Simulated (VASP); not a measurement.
# Rh (P6_3/mmc) in VASP: notebook

Runs on Rh. Level: PBEsol. Tasks: single point.

Everything below comes from runs of VASP 6.6.1. Logs are shortened: lines on timing, memory, paths and dates and some standing lists are left out, and cuts for length are marked.

## (1) The cell of the first run

The structure is hexagonal, space group P6_3/mmc (No. 194). Conventional cell: a = 2.653 Å, b = 2.653 Å, c = 8.654 Å, α = 90.00°, β = 90.00°, γ = 120.00°. Within 3.5 Å of Rh (site symmetry -3m) lie 12 Rh at 2.65 Å. Within 3.5 Å of Rh (site symmetry -6m2) lie 12 Rh at 2.65 Å.

This isn't the form of Rh at room conditions, which is fcc.

## (2) Single point, PBEsol

File INCAR:

```
PREC = Accurate
ENCUT = 520
EDIFF = 1E-6
ISMEAR = 0
SIGMA = 0.1
LREAL = False
LASPH = True
NELM = 100
ALGO = Fast
ISIF = 2
LWAVE = False
LCHARG = False
GGA = PS
NBANDS = 38
```

File KPOINTS:

```
regular mesh
0
Gamma
  18 18 6
```

File POSCAR:

```
Rh
1.0
    2.6528559049      0.0000000000      0.0000000000
   -1.3264279524      2.2974406062      0.0000000000
    0.0000000000      0.0000000000      8.6535314816
Rh
4
Direct
    0.0000000000      0.0000000000      0.0000000000
    0.3333333333      0.6666666667      0.2500000000
    0.0000000000      0.0000000000      0.5000000000
    0.6666666667      0.3333333333      0.7500000000
```

Potentials or basis: VASP PAW PBE potentials, release 64 (Rh_pv).

The run is started by

```sh
$ cat potpaw_PBE.64/Rh_pv/POTCAR > POTCAR
$ mpirun -np 1 vasp_std > vasp.out
```

OUTCAR:

```text
PREC = Accurate
   ENCUT = 520
   EDIFF = 1E-6
   ISMEAR = 0
   LREAL = False
   LASPH = True
   NELM = 100
   ISIF = 2
   GGA = PS

 ion  position               nearest neighbor table
   1  0.000  0.000  0.000-   2 2.65   4 2.65   2 2.65   4 2.65   4 2.65   2 2.65
   2  0.333  0.667  0.250-   1 2.65   3 2.65   1 2.65   3 2.65   1 2.65   3 2.65
   3  0.000  0.000  0.500-   2 2.65   4 2.65   2 2.65   4 2.65   4 2.65   2 2.65
   4  0.667  0.333  0.750-   1 2.65   3 2.65   1 2.65   3 2.65   1 2.65   3 2.65

  LATTYP: Found a hexagonal cell.
 ALAT       =     2.6528559049
 C/A-ratio  =     3.2619681550

  Lattice vectors:

 A1 = (   2.6528559049,   0.0000000000,   0.0000000000)
 A2 = (  -1.3264279524,   2.2974406062,   0.0000000000)
 A3 = (   0.0000000000,   0.0000000000,   8.6535314816)

Analysis of symmetry for initial positions (statically):
=====================================================================
 Subroutine PRICEL returns:
 Original cell was already a primitive cell.

 Routine SETGRP: Setting up the symmetry group for a
 hexagonal supercell.

 Subroutine GETGRP returns: Found 24 space group operations
 (whereof 12 operations were pure point group operations)
 out of a pool of 24 trial point group operations.

The static configuration has the point symmetry D_3d.
 The point group associated with its full space group is D_6h.

Analysis of symmetry for dynamics (positions and initial velocities):
=====================================================================
 Subroutine PRICEL returns:
 Original cell was already a primitive cell.

 Routine SETGRP: Setting up the symmetry group for a
 hexagonal supercell.

 Subroutine GETGRP returns: Found 24 space group operations
 (whereof 12 operations were pure point group operations)
 out of a pool of 24 trial point group operations.

The dynamic configuration has the point symmetry D_3d.
 The point group associated with its full space group is D_6h.

 Subroutine INISYM returns: Found 24 space group operations
 (whereof 12 operations are pure point group operations),
 and found     1 'primitive' translations

----------------------------------------------------------------------------------------

                                     Primitive cell

  volume of cell :      52.7414

  direct lattice vectors                    reciprocal lattice vectors
     2.652855905  0.000000000  0.000000000     0.376952249  0.217633483  0.000000000
    -1.326427952  2.297440606  0.000000000     0.000000000  0.435266965  0.000000000
     0.000000000  0.000000000  8.653531482     0.000000000  0.000000000  0.115559758

  length of vectors
     2.652855905  2.652855905  8.653531482     0.435266965  0.435266965  0.115559758

  position of ions in fractional coordinates (direct lattice)
     0.000000000  0.000000000  0.000000000
     0.333333333  0.666666667  0.250000000
     0.000000000  0.000000000  0.500000000
     0.666666667  0.333333333  0.750000000

  ion indices of the primitive-cell ions
   primitive index   ion index
                 1           1
                 2           2
                 3           3
                 4           4

----------------------------------------------------------------------------------------

 KPOINTS: regular mesh

Automatic generation of k-mesh.
 Grid dimensions read from file:
 generate k-points for:   18   18    6

 Generating k-lattice:

  Cartesian coordinates                     Fractional coordinates (reciprocal lattice)
     0.020941792  0.012090749  0.000000000     0.055555556  0.000000000  0.000000000
     0.000000000  0.024181498  0.000000000     0.000000000  0.055555556  0.000000000
     0.000000000  0.000000000  0.019259960     0.000000000  0.000000000  0.166666667

  Length of vectors
     0.024181498  0.024181498  0.019259960

  Shift w.r.t. Gamma in fractional coordinates (k-lattice)
     0.000000000  0.000000000  0.000000000

 Subroutine IBZKPT returns following result:
 ===========================================

 Found    148 irreducible k-points:

 Following reciprocal coordinates:
            Coordinates               Weight
  0.000000  0.000000  0.000000      1.000000
  0.055556  0.000000  0.000000      6.000000
  0.111111  0.000000  0.000000      6.000000
  0.166667 -0.000000  0.000000      6.000000
  0.222222 -0.000000  0.000000      6.000000
  0.277778 -0.000000  0.000000      6.000000
[... 16 lines left out ...]
  0.333333  0.111111  0.000000     12.000000
  0.388889  0.111111  0.000000     12.000000
 [... further k-points ...]
   k-points           NKPTS =    148   k-points in BZ     NKDIM =    148   number of bands    NBANDS=     38
   number of dos      NEDOS =    301   number of ions     NIONS =      4
   total plane-waves  NPLWV =  25600
   dimension x,y,z NGX =    20 NGY =   20 NGZ =   64
   dimension x,y,z NGXF=    40 NGYF=   40 NGZF=  128
   ions per type =               4
   NGX,Y,Z   is equivalent  to a cutoff of  12.53, 12.53, 12.30 a.u.
   NGXF,Y,Z  is equivalent  to a cutoff of  25.07, 25.07, 24.59 a.u.
 SYSTEM =  unknown system
   PREC   = accura    normal or accurate (medium, high low for compatibility)
   ISTART =      0    job   : 0-new  1-cont  2-samecut
   ICHARG =      2    charge: 1-file 2-atom 10-const
   ISPIN  =      1    spin polarized calculation?
   LNONCOLLINEAR =      F non collinear calculations
   LSORBIT =      F    spin-orbit coupling
   LASPH  =      T    aspherical Exc in radial PAW
   ENCUT  =  520.0 eV  38.22 Ry    6.18 a.u.   4.93  4.93 16.09*2*pi/ulx,y,z
   NELM   =    100;   NELMIN=  2; NELMDL= -5     # of ELM steps
   EDIFF  = 0.1E-05   stopping-criterion for ELM
   LREAL  =      F    real-space projection
   EDIFFG = 0.1E-04   stopping-criterion for IOM
   NSW    =      0    number of steps for IOM
   IBRION =     -1    ionic relax: 0-MD 1-quasi-New 2-CG
   NFREE  =      0    steps in history (QN), initial steepest desc. (CG)
   ISIF   =      2    stress and relaxation
   ISYM   =      2    0-nonsym 1-usesym 2-fastsym
   POTIM  = 0.5000    time-step for ionic-motion
   TEBEG  =    0.0;   TEEND  =   0.0 temperature during run
   PSTRESS=    0.0 pullay stress
   NELECT =      60.0000    total number of electrons
   NUPDOWN=      -1.0000    fix difference up-down
   EMIN   =  10.00;   EMAX   =-10.00  energy-range for DOS
   EFERMI =   0.00;   METHOD = LEGACY
   ISMEAR =     0;   SIGMA  =   0.10  broadening in eV -4-tet -1-fermi 0-gaus
   EFERMI_NEDOS =   21; number of points for ismear=-14 and -15
   IALGO  =     68    algorithm
   IMIX   =      4    mixing-type and parameters
     AMIX     =   0.40;   BMIX     =  1.00
     AMIX_MAG =   1.60;   BMIX_MAG =  1.00
  volume/ion in A,a.u.               =      13.19        88.98
  Fermi-wavevector in a.u.,A,eV,Ry     =   1.708998  3.229537 39.738169  2.920673
  Thomas-Fermi vector in A             =   2.787563
   LORBIT       =      0    0 simple, 1 ext, 2 COOP (PROOUT), +10 PAW based schemes
   GGA     = PS    functional components
   LHFCALC =     F    Hartree Fock is set to
   AEXX    =    0.0000 exact exchange contribution
   IVDW    =     0    specifies the selected vdW correction
   LEPSILON=     F    determine dielectric tensor
   LRPA    =     F    only Hartree local field effects (RPA)
 non-spin polarized calculation
 RMM-DIIS sequential band-by-band and
 Gauss-broadening in eV      SIGMA  =   0.10
  energy-cutoff  :      520.00
  volume of cell :       52.74
 maximum number of plane-waves:      1467
 NGX is ok and might be reduce to    20
   NGX =  9   NGY =  9   NGZ = 33

 number of electron      60.0000022 magnetization

 Free energy of the ion-electron system (eV)
  ---------------------------------------------------
  ext. energy  EPLUGINS =         0.00000000
  ---------------------------------------------------
  free energy    TOTEN  =       -32.45177647 eV

  energy without entropy =      -32.42440934  energy(sigma->0) =      -32.43809290

 E-fermi :  12.5721     XC(G=0): -14.4890

 val. band max:       12.5647173230   @ k =   0.2222   0.1667   0.3333
 cond. band min:      12.5791344025   @ k =   0.2778   0.1111   0.0000
 fundamental gap:      0.0144170796
 Fermi energy:        12.5721170467

 k-point     1 :       0.0000    0.0000    0.0000
  band No.  band energies     occupation
      1     -34.7127      2.00000
      2     -34.2993      2.00000
      3     -34.2902      2.00000
      4     -33.9782      2.00000
      5     -33.9782      2.00000
      6     -33.9313      2.00000
[... 30 lines left out ...]
     37      21.5518      0.00000
     38      27.0292      0.00000

 k-point     2 :       0.0556    0.0000    0.0000
  band No.  band energies     occupation
      1     -34.7043      2.00000
      2     -34.3012      2.00000
      3     -34.2926      2.00000
      4     -33.9978      2.00000
      5     -33.9845      2.00000
      6     -33.9462      2.00000
[... 30 lines left out ...]
     37      21.5296      0.00000
     38      27.1756      0.00000

 k-point     3 :       0.1111    0.0000    0.0000
  band No.  band energies     occupation
      1     -34.6799      2.00000
      2     -34.3090      2.00000
      3     -34.3026      2.00000
      4     -34.0531      2.00000
      5     -34.0023      2.00000
      6     -33.9880      2.00000
[... 30 lines left out ...]
     37      21.4684      0.00000
     38      27.5526      0.00000

 k-point     4 :       0.1667   -0.0000    0.0000
  band No.  band energies     occupation
      1     -34.6412      2.00000
      2     -34.3296      2.00000
      3     -34.3295      2.00000
      4     -34.1351      2.00000
      5     -34.0539      2.00000
      6     -34.0290      2.00000
[... 30 lines left out ...]
     37      21.3862      0.00000
     38      27.9434      0.00000
[... 703 lines left out ...]
      4     -34.4208      2.00000
      5     -34.3855      2.00000
      6     -34.1696      2.00000
[... 30 lines left out ...]
     37      21.5145      0.00000
     38      23.6643      0.00000

 k-point    23 :       0.3333    0.1111    0.0000
  band No.  band energies     occupation
      1     -34.6192      2.00000
      2     -34.5919      2.00000
      3     -34.4908      2.00000
      4     -34.4526      2.00000
      5     -34.3693      2.00000
      6     -34.1927      2.00000
[... 30 lines left out ...]
     37      22.3036      0.00000
     38      22.6219      0.00000

 k-point    24 :       0.3889    0.1111    0.0000
  band No.  band energies     occupation
      1     -34.6646      2.00000
      2     -34.6313      2.00000
      3     -34.5373      2.00000
      4     -34.4946      2.00000
      5     -34.3060      2.00000
      6     -34.2092      2.00000
[... 30 lines left out ...]
     37      22.3711      0.00000
     38      22.4043      0.00000

 [... further k-points ...]

------------------------ aborting loop because EDIFF is reached ----------------------------------------

  FORCE on cell =-STRESS in cart. coord.  units (eV):
  Direction    XX          YY          ZZ          XY          YZ          ZX
  --------------------------------------------------------------------------------------
  -------------------------------------------------------------------------------------
  Total        2.6207943      2.6207943      2.6163922      0.0000000      0.0000000     -0.0000000
  in kB       79.6145026     79.6145026     79.4807745      0.0000000      0.0000000     -0.0000000
  external PRESSURE =      79.5699266 kB  Pullay stress =       0.0000000 kB

 VOLUME and BASIS-vectors are now :
 -----------------------------------------------------------------------------
  energy-cutoff  :      520.00
  volume of cell :       52.74
      direct lattice vectors                 reciprocal lattice vectors
     2.652855905  0.000000000  0.000000000     0.376952249  0.217633483  0.000000000
    -1.326427952  2.297440606  0.000000000     0.000000000  0.435266965  0.000000000
     0.000000000  0.000000000  8.653531482     0.000000000  0.000000000  0.115559758

 POSITION                                       TOTAL-FORCE (eV/Angst)
 -----------------------------------------------------------------------------------
      0.00000      0.00000      0.00000        -0.000000      0.000000      0.000000
     -0.00000      1.53163      2.16338        -0.000000      0.000000      0.000000
      0.00000      0.00000      4.32677        -0.000000      0.000000      0.000000
      1.32643      0.76581      6.49015         0.000000      0.000000     -0.000000
 -----------------------------------------------------------------------------------
    total drift:                                0.000000     -0.000000      0.000000

  FREE ENERGIE OF THE ION-ELECTRON SYSTEM (eV)
  ---------------------------------------------------
  free  energy   TOTEN  =       -32.4517764666 eV

  energy  without entropy=      -32.4244093387  energy(sigma->0) =      -32.43809290
```

It took 1.8 min on 1 thread of Intel Xeon 6975P-C (Granite Rapids), shared host; peak memory 0.31 GiB.

Results:

```
Free energy            : -32.4518 eV
Pressure               : 8.0 GPa
Band gap on the k mesh : zero (bands 30 and 31 overlap by 2.15 eV)
```

Levels at points of the mesh, in eV from the Fermi level:
```tsv
k point	band 27	band 28	band 29	band 30	band 31	band 32	band 33	band 34
(0.00, 0.00, 0.00)	-2.83	-1.55	-1.55	-0.93	-0.93	-0.37	-0.37	0.46
(0.50, 0.00, 0.00)	0.59	0.65	0.71	0.89	0.90	0.93	1.14	2.22
(0.00, 0.00, 0.50)	-1.28	-1.28	-1.22	-1.22	-1.22	-1.22	0.08	0.08
(0.50, 0.00, 0.50)	-0.12	-0.12	0.63	0.63	0.87	0.87	2.94	2.94
```

Caveat: the cell stands under pressure; the PAW data sets were made with another functional, which shifts forces and pressure a little.

## (3) Single point, PBEsol

This run uses another cell than the first one, of 13.39 Å³/atom.

File INCAR:

```
SYSTEM = Rh
PREC = Accurate ; ENCUT = 520
EDIFF = 1E-7 ; ISMEAR = 0
SIGMA = 0.1 ; LREAL = .False.
LASPH = .True. ; NELM = 60
ALGO = Fast ; ISIF = 2
LWAVE = .False. ; LCHARG = .False.
GGA = PS ; NBANDS = 38
```

File KPOINTS:

```
regular mesh
0
Gamma
  18 18 6
  0 0 0
```

File POSCAR:

```
Rh
1.0
    2.6666809923      0.0000000000      0.0000000000
   -1.3333404961      2.3094134831      0.0000000000
    0.0000000000      0.0000000000      8.6979274847
Rh
4
Direct
    0.0000000000      0.0000000000      0.0000000000
    0.3333333333      0.6666666667      0.2500000000
    0.0000000000      0.0000000000      0.5000000000
    0.6666666667      0.3333333333      0.7500000000
```

Potentials or basis: VASP PAW PBE potentials, release 64 (Rh_pv).

The run is started by

```sh
$ cat potpaw_PBE.64/Rh_pv/POTCAR > POTCAR
$ mpirun -np 1 vasp_std > vasp.out
```

Wall time 2.6 min (1 thread of Intel Xeon 6975P-C (Granite Rapids), shared host); peak memory 0.32 GiB.

It converged, with:

| Quantity | Value |
| --- | --- |
| Free energy | -32.4801 eV |
| Pressure | 2.9 GPa |
| Band gap on the k mesh | zero (bands 30 and 31 overlap by 2.10 eV) |

Levels at points of the mesh, in eV from the Fermi level:
| k point | band 28 | band 29 | band 30 | band 31 | band 32 | band 33 |
| --- | --- | --- | --- | --- | --- | --- |
| (0.00, 0.00, 0.00) | -1.51 | -1.51 | -0.90 | -0.90 | -0.36 | -0.36 |
| (0.50, 0.00, 0.00) | 0.63 | 0.69 | 0.87 | 0.87 | 0.91 | 1.14 |
| (0.00, 0.00, 0.50) | -1.25 | -1.19 | -1.19 | -1.19 | -1.19 | 0.08 |
| (0.50, 0.00, 0.50) | -0.12 | 0.61 | 0.61 | 0.84 | 0.84 | 2.90 |

Caveat: the PAW data sets were made with another functional, which shifts forces and pressure a little.

[end of part 1 of 2]
